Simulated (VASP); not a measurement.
# Nb (Im-3m) in VASP: further runs

The runs below take Nb through single point, relaxation of cell and atoms, with r2SCAN.

Everything below comes from runs of VASP 6.6.1. Logs are shortened: lines on timing, memory, paths and dates and some standing lists are left out, and cuts for length are marked.

## 1. The cell of the first run

It takes space group Im-3m (No. 229, cubic). Conventional cell: a = 3.369 Å, b = 3.369 Å, c = 3.369 Å, α = 90.00°, β = 90.00°, γ = 90.00°. Within 3.8 Å of Nb (site symmetry m-3m) lie 14 Nb at 2.92 to 3.37 Å.

## 2. Single point, r2SCAN (volume scaled by 1.06)

Input file POSCAR:

```
Nb
1.0
   -1.6846877626      1.6846877626      1.6846877626
    1.6846877626     -1.6846877626      1.6846877626
    1.6846877626      1.6846877626     -1.6846877626
Nb
1
Direct
    0.0000000000      0.0000000000      0.0000000000
```

Input file INCAR.step1:

```
  PREC = Accurate
  ENCUT = 520
  ISMEAR = 0
  SIGMA = 0.1
  LREAL = F
  LASPH = T
  NELM = 80
  NBANDS = 12
  GGA = PE
  ALGO = Normal
  EDIFF = 1E-4
  LWAVE = T
  LCHARG = F
```

Input file INCAR.step2:

```
  PREC = Accurate
  ENCUT = 520
  EDIFF = 1E-7
  ISMEAR = 0
  SIGMA = 0.1
  LREAL = F
  LASPH = T
  NELM = 80
  ALGO = Normal
  ISIF = 2
  LWAVE = F
  LCHARG = F
  METAGGA = R2SCAN
  LMIXTAU = T
  NBANDS = 12
  ISTART = 1
```

Input file KPOINTS:

```
regular mesh
0
Gamma
  18 18 18
```

Potentials or basis: VASP PAW PBE potentials, release 64 (Nb_sv).

Launch:

```sh
> cat potpaw_PBE.64/Nb_sv/POTCAR > POTCAR
> cp INCAR.step1 INCAR
> mpirun -np 1 vasp_std > vasp.out
> cp INCAR.step2 INCAR
> mpirun -np 1 vasp_std > vasp.out
```

OUTCAR:

```text
PREC = Accurate
   ENCUT = 520
   EDIFF = 1E-7
   ISMEAR = 0
   LREAL = F
   LASPH = T
   NELM = 80
   ISIF = 2
   METAGGA = R2SCAN
   ISTART = 1

 ion  position               nearest neighbor table
   1  0.000  0.000  0.000-

  LATTYP: Found a body centered cubic cell.
 ALAT       =     3.3693755252

  Lattice vectors:

 A1 = (  -1.6846877626,   1.6846877626,   1.6846877626)
 A2 = (   1.6846877626,  -1.6846877626,   1.6846877626)
 A3 = (   1.6846877626,   1.6846877626,  -1.6846877626)

Analysis of symmetry for initial positions (statically):
=====================================================================
 Subroutine PRICEL returns:
 Original cell was already a primitive cell.

 Routine SETGRP: Setting up the symmetry group for a
 body centered cubic supercell.

 Subroutine GETGRP returns: Found 48 space group operations
 (whereof 48 operations were pure point group operations)
 out of a pool of 48 trial point group operations.

The static configuration has the point symmetry O_h .

Analysis of symmetry for dynamics (positions and initial velocities):
=====================================================================
 Subroutine PRICEL returns:
 Original cell was already a primitive cell.

 Routine SETGRP: Setting up the symmetry group for a
 body centered cubic supercell.

 Subroutine GETGRP returns: Found 48 space group operations
 (whereof 48 operations were pure point group operations)
 out of a pool of 48 trial point group operations.

The dynamic configuration has the point symmetry O_h .

 Subroutine INISYM returns: Found 48 space group operations
 (whereof 48 operations are pure point group operations),
 and found     1 'primitive' translations

----------------------------------------------------------------------------------------

                                     Primitive cell

  volume of cell :      19.1257

  direct lattice vectors                    reciprocal lattice vectors
    -1.684687763  1.684687763  1.684687763     0.000000000  0.296790902  0.296790902
     1.684687763 -1.684687763  1.684687763     0.296790902  0.000000000  0.296790902
     1.684687763  1.684687763 -1.684687763     0.296790902  0.296790902  0.000000000

  length of vectors
     2.917964800  2.917964800  2.917964800     0.419725718  0.419725718  0.419725718

  position of ions in fractional coordinates (direct lattice)
     0.000000000  0.000000000  0.000000000

  ion indices of the primitive-cell ions
   primitive index   ion index
                 1           1

----------------------------------------------------------------------------------------

 KPOINTS: regular mesh

Automatic generation of k-mesh.
 Grid dimensions read from file:
 generate k-points for:   18   18   18

 Generating k-lattice:

  Cartesian coordinates                     Fractional coordinates (reciprocal lattice)
     0.000000000  0.016488383  0.016488383     0.055555556  0.000000000  0.000000000
     0.016488383  0.000000000  0.016488383     0.000000000  0.055555556  0.000000000
     0.016488383  0.016488383  0.000000000     0.000000000  0.000000000  0.055555556

  Length of vectors
     0.023318095  0.023318095  0.023318095

  Shift w.r.t. Gamma in fractional coordinates (k-lattice)
     0.000000000  0.000000000  0.000000000

 Subroutine IBZKPT returns following result:
 ===========================================

 Found    195 irreducible k-points:

 Following reciprocal coordinates:
            Coordinates               Weight
  0.000000  0.000000  0.000000      1.000000
  0.055556  0.000000  0.000000     12.000000
  0.111111  0.000000  0.000000     12.000000
  0.166667  0.000000  0.000000     12.000000
  0.222222  0.000000  0.000000     12.000000
  0.277778  0.000000  0.000000     12.000000
[... 16 lines left out ...]
  0.333333  0.111111  0.000000     48.000000
  0.388889  0.111111  0.000000     48.000000
 [... further k-points ...]
   k-points           NKPTS =    195   k-points in BZ     NKDIM =    195   number of bands    NBANDS=     12
   number of dos      NEDOS =    301   number of ions     NIONS =      1
   total plane-waves  NPLWV =  13824
   dimension x,y,z NGX =    24 NGY =   24 NGZ =   24
   dimension x,y,z NGXF=    48 NGYF=   48 NGZF=   48
   ions per type =               1
   NGX,Y,Z   is equivalent  to a cutoff of  13.67, 13.67, 13.67 a.u.
   NGXF,Y,Z  is equivalent  to a cutoff of  27.35, 27.35, 27.35 a.u.
 SYSTEM =  unknown system
   PREC   = accura    normal or accurate (medium, high low for compatibility)
   ISTART =      1    job   : 0-new  1-cont  2-samecut
   ICHARG =      0    charge: 1-file 2-atom 10-const
   ISPIN  =      1    spin polarized calculation?
   LNONCOLLINEAR =      F non collinear calculations
   LSORBIT =      F    spin-orbit coupling
   LASPH  =      T    aspherical Exc in radial PAW
   ENCUT  =  520.0 eV  38.22 Ry    6.18 a.u.   5.43  5.43  5.43*2*pi/ulx,y,z
   NELM   =     80;   NELMIN=  2; NELMDL=  0     # of ELM steps
   EDIFF  = 0.1E-06   stopping-criterion for ELM
   LREAL  =      F    real-space projection
   EDIFFG = 0.1E-05   stopping-criterion for IOM
   NSW    =      0    number of steps for IOM
   IBRION =     -1    ionic relax: 0-MD 1-quasi-New 2-CG
   NFREE  =      0    steps in history (QN), initial steepest desc. (CG)
   ISIF   =      2    stress and relaxation
   ISYM   =      2    0-nonsym 1-usesym 2-fastsym
   POTIM  = 0.5000    time-step for ionic-motion
   TEBEG  =    0.0;   TEEND  =   0.0 temperature during run
   PSTRESS=    0.0 pullay stress
   NELECT =      13.0000    total number of electrons
   NUPDOWN=      -1.0000    fix difference up-down
   EMIN   =  10.00;   EMAX   =-10.00  energy-range for DOS
   EFERMI =   0.00;   METHOD = LEGACY
   ISMEAR =     0;   SIGMA  =   0.10  broadening in eV -4-tet -1-fermi 0-gaus
   EFERMI_NEDOS =   21; number of points for ismear=-14 and -15
   IALGO  =     38    algorithm
   IMIX   =      4    mixing-type and parameters
     AMIX     =   0.40;   BMIX     =  1.00
     AMIX_MAG =   1.60;   BMIX_MAG =  1.00
  volume/ion in A,a.u.               =      19.13       129.07
  Fermi-wavevector in a.u.,A,eV,Ry     =   1.439406  2.720082 28.189755  2.071889
  Thomas-Fermi vector in A             =   2.558265
   LORBIT       =      0    0 simple, 1 ext, 2 COOP (PROOUT), +10 PAW based schemes
   METAGGA = R2SCAN    functional components
   LHFCALC =     F    Hartree Fock is set to
   AEXX    =    0.0000 exact exchange contribution
   IVDW    =     0    specifies the selected vdW correction
   LEPSILON=     F    determine dielectric tensor
   LRPA    =     F    only Hartree local field effects (RPA)
 non-spin polarized calculation
 Gauss-broadening in eV      SIGMA  =   0.10
  energy-cutoff  :      520.00
  volume of cell :       19.13
 maximum number of plane-waves:       533
 NGX is ok and might be reduce to    24
   NGX = 11   NGY = 11   NGZ = 11

 number of electron      13.0000000 magnetization

 Free energy of the ion-electron system (eV)
  ---------------------------------------------------
  ext. energy  EPLUGINS =         0.00000000
  ---------------------------------------------------
  free energy    TOTEN  =       -24.81326099 eV

  energy without entropy =      -24.80567758  energy(sigma->0) =      -24.80946928

 E-fermi :  10.3029     XC(G=0): -13.2820

 val. band max:       10.2994261140   @ k =  -0.2222   0.2222   0.0556
 cond. band min:      10.3122869729   @ k =  -0.3889   0.3889   0.1111
 fundamental gap:      0.0128608589
 Fermi energy:        10.3028574603

 k-point     1 :       0.0000    0.0000    0.0000
  band No.  band energies     occupation
      1     -45.9310      2.00000
      2     -20.5924      2.00000
      3     -20.5924      2.00000
      4     -20.5924      2.00000
      5       4.1403      2.00000
      6      10.7722      0.00000
      7      10.7722      0.00000
      8      10.7722      0.00000
      9      13.7004      0.00000
     10      13.7004      0.00000
     11      25.0215      0.00000
     12      25.0215      0.00000

 k-point     2 :       0.0556    0.0000    0.0000
  band No.  band energies     occupation
      1     -45.9248      2.00000
      2     -20.6312      2.00000
      3     -20.6042      2.00000
      4     -20.5927      2.00000
      5       4.2658      2.00000
      6      10.6950      0.00000
      7      10.7531      0.00000
      8      10.8896      0.00000
      9      13.5816      0.00000
     10      13.7002      0.00000
     11      25.1208      0.00000
     12      25.2385      0.00000

 k-point     3 :       0.1111    0.0000    0.0000
  band No.  band energies     occupation
      1     -45.9067      2.00000
      2     -20.7420      2.00000
      3     -20.6380      2.00000
      4     -20.5935      2.00000
      5       4.6274      2.00000
      6      10.4813      0.01162
      7      10.6737      0.00000
      8      11.2376      0.00000
      9      13.3232      0.00000
     10      13.7056      0.00000
     11      25.3582      0.00000
     12      25.8693      0.00000
[... 286 lines left out ...]
 k-point    23 :       0.3333    0.1111    0.0000
  band No.  band energies     occupation
      1     -45.7373      2.00000
      2     -21.6344      2.00000
      3     -20.9648      2.00000
      4     -20.6519      2.00000
      5       7.0817      2.00000
      6       9.0201      2.00000
      7      10.6792      0.00000
      8      13.4132      0.00000
      9      14.4020      0.00000
     10      16.0493      0.00000
     11      22.9280      0.00000
     12      23.7305      0.00000

 k-point    24 :       0.3889    0.1111    0.0000
  band No.  band energies     occupation
      1     -45.7198      2.00000
      2     -21.7176      2.00000
      3     -21.0045      2.00000
      4     -20.6535      2.00000
      5       7.0292      2.00000
      6       8.8987      2.00000
      7      11.2291      0.00000
      8      13.5325      0.00000
      9      14.5636      0.00000
     10      16.8355      0.00000
     11      22.0879      0.00000
     12      23.0888      0.00000

 [... further k-points ...]

------------------------ aborting loop because EDIFF is reached ----------------------------------------

  FORCE on cell =-STRESS in cart. coord.  units (eV):
  Direction    XX          YY          ZZ          XY          YZ          ZX
  --------------------------------------------------------------------------------------
  -------------------------------------------------------------------------------------
  Total       -1.1262851     -1.1262851     -1.1262851      0.0000000     -0.0000000      0.0000000
  in kB      -94.3497304    -94.3497304    -94.3497304      0.0000000     -0.0000000      0.0000000
  external PRESSURE =     -94.3497304 kB  Pullay stress =       0.0000000 kB

 VOLUME and BASIS-vectors are now :
 -----------------------------------------------------------------------------
  energy-cutoff  :      520.00
  volume of cell :       19.13
      direct lattice vectors                 reciprocal lattice vectors
    -1.684687763  1.684687763  1.684687763     0.000000000  0.296790902  0.296790902
     1.684687763 -1.684687763  1.684687763     0.296790902  0.000000000  0.296790902
     1.684687763  1.684687763 -1.684687763     0.296790902  0.296790902  0.000000000

 POSITION                                       TOTAL-FORCE (eV/Angst)
 -----------------------------------------------------------------------------------
      0.00000      0.00000      0.00000        -0.000000     -0.000000     -0.000000
 -----------------------------------------------------------------------------------
    total drift:                                0.000000      0.000000      0.000000

  FREE ENERGIE OF THE ION-ELECTRON SYSTEM (eV)
  ---------------------------------------------------
  free  energy   TOTEN  =       -24.8132609851 eV

  energy  without entropy=      -24.8056775825  energy(sigma->0) =      -24.80946928
```

Run time: 71 s. Hardware: 1 thread of Intel Xeon 6975P-C (Granite Rapids), shared host; peak memory 0.17 GiB.

What came out:

| Item | Value |
| --- | --- |
| Free energy | -24.8133 eV |
| Pressure | -9.4 GPa |

Caveat: the cell differs from its parent crystal (volume scaled by 1.06); the PAW data sets were made with another functional, which shifts forces and pressure a little.

## 3. Single point, r2SCAN

This run uses another cell than the first one, of 18.04 Å³/atom, 0.943 times its volume.

Input file POSCAR:

```
Nb
1.0
   -1.6522818521      1.6522818521      1.6522818521
    1.6522818521     -1.6522818521      1.6522818521
    1.6522818521      1.6522818521     -1.6522818521
Nb
1
Direct
    0.0000000000      0.0000000000      0.0000000000
```

Input file INCAR.step1:

```
SYSTEM = Nb
  ALGO = Normal
  EDIFF = 1E-4
  ENCUT = 520
  GGA = PE
  ISMEAR = 0
  LASPH = .TRUE.
  LCHARG = .FALSE.
  LREAL = .FALSE.
  LWAVE = .TRUE.
  NBANDS = 12
  NELM = 80
  PREC = Accurate
  SIGMA = 0.1
```

Input file INCAR.step2:

```
SYSTEM = Nb
  ALGO = Normal
  EDIFF = 1E-6
  ENCUT = 520
  ISIF = 2
  ISMEAR = 0
  ISTART = 1
  LASPH = .TRUE.
  LCHARG = .FALSE.
  LMIXTAU = .TRUE.
  LREAL = .FALSE.
  LWAVE = .FALSE.
  METAGGA = R2SCAN
  NBANDS = 12
  NELM = 80
  PREC = Accurate
  SIGMA = 0.1
```

Input file KPOINTS:

```
k-points
0
G
  18 18 18
  0 0 0
```

Potentials or basis: VASP PAW PBE potentials, release 64 (Nb_sv).

Launch:

```sh
> cat potpaw_PBE.64/Nb_sv/POTCAR > POTCAR
> cp INCAR.step1 INCAR
> mpirun -np 1 vasp_std > vasp.out
> cp INCAR.step2 INCAR
> mpirun -np 1 vasp_std > vasp.out
```

Wall time 78 s (1 thread of Intel Xeon Platinum 8124M at 3.00GHz (Skylake/Cascade Lake), shared host); peak memory 0.17 GiB.

The run converged. Its results:

- Free energy: -24.8466 eV
- Pressure: -0.2 GPa

Levels at points of the mesh, in eV from the Fermi level:
```csv
k point,band 2,band 3,band 4,band 5,band 6,band 7,band 8,band 9,band 10,band 11
"(0.00, 0.00, 0.00)",-30.68,-30.68,-30.68,-6.26,0.47,0.47,0.47,3.58,3.58,14.89
"(0.50, 0.00, 0.00)",-32.12,-31.13,-30.70,-3.88,-1.68,2.27,3.60,4.32,6.66,12.17
"(0.50, 0.50, 0.50)",-31.66,-31.66,-31.66,-3.86,-3.86,5.87,5.87,5.87,9.53,9.53
```

Caveat: the PAW data sets were made with another functional, which shifts forces and pressure a little.

## 4. Single point, r2SCAN

This run uses another cell than the first one, of 18.07 Å³/atom, 0.945 times its volume.

Input file POSCAR:

```
Nb
1.0
   -1.6530411486      1.6530411486      1.6530411486
    1.6530411486     -1.6530411486      1.6530411486
    1.6530411486      1.6530411486     -1.6530411486
Nb
1
Direct
    0.0000000000      0.0000000000      0.0000000000
```

Input file INCAR.step1:

```
PREC     = Accurate       # precision mode
ENCUT    = 520            # plane-wave cutoff, eV
ISMEAR   = -1             # smearing method
SIGMA    = 0.15           # smearing width, eV
LREAL    = False          # projectors in reciprocal space
LASPH    = True           # aspherical terms in the spheres
NELM     = 80             # most SCF steps
NBANDS   = 12             # bands
GGA      = PE             # functional
ALGO     = Normal         # electronic algorithm
EDIFF    = 1E-4           # SCF threshold, eV
LWAVE    = True           # write WAVECAR
LCHARG   = False          # write CHGCAR
```

Input file INCAR.step2:

```
PREC     = Accurate       # precision mode
ENCUT    = 520            # plane-wave cutoff, eV
EDIFF    = 1E-6           # SCF threshold, eV
ISMEAR   = -1             # smearing method
SIGMA    = 0.15           # smearing width, eV
LREAL    = False          # projectors in reciprocal space
LASPH    = True           # aspherical terms in the spheres
NELM     = 80             # most SCF steps
ALGO     = Normal         # electronic algorithm
ISIF     = 2              # what is computed and relaxed
LWAVE    = False          # write WAVECAR
LCHARG   = False          # write CHGCAR
METAGGA  = R2SCAN         # meta-GGA
LMIXTAU  = True         
NBANDS   = 12             # bands
ISTART   = 1
```

Input file KPOINTS:

```
regular mesh
0
Gamma
  20 20 20
```

Launch:

```sh
> cat potpaw_PBE.64/Nb_sv/POTCAR > POTCAR
> cp INCAR.step1 INCAR
> mpirun -np 1 vasp_std > vasp.out
> cp INCAR.step2 INCAR
> mpirun -np 1 vasp_std > vasp.out
```

Wall time 92 s (1 thread of Intel Xeon Platinum 8124M at 3.00GHz (Skylake/Cascade Lake), shared host); peak memory 0.18 GiB.

Results (log left out):

```yaml
Free_energy: -24.8939 eV
Pressure: -0.2 GPa
```

Levels at points of the mesh, in eV from the Fermi level:
```
           k point  band 3  band 4  band 5  band 6  band 7  band 8  band 9  band 10  band 11  band 12
(0.00, 0.00, 0.00)  -30.74  -30.74   -6.32    0.41    0.41    0.41    3.52     3.52    14.83    14.83
(0.50, 0.00, 0.00)  -31.19  -30.75   -3.93   -1.74    2.20    3.54    4.26     6.60    12.11    12.61
(0.50, 0.50, 0.50)  -31.71  -31.71   -3.91   -3.91    5.81    5.81    5.81     9.46     9.46     9.46
```

Caveat: the PAW data sets were made with another functional, which shifts forces and pressure a little.

(Part 1 of 2 ends here.)
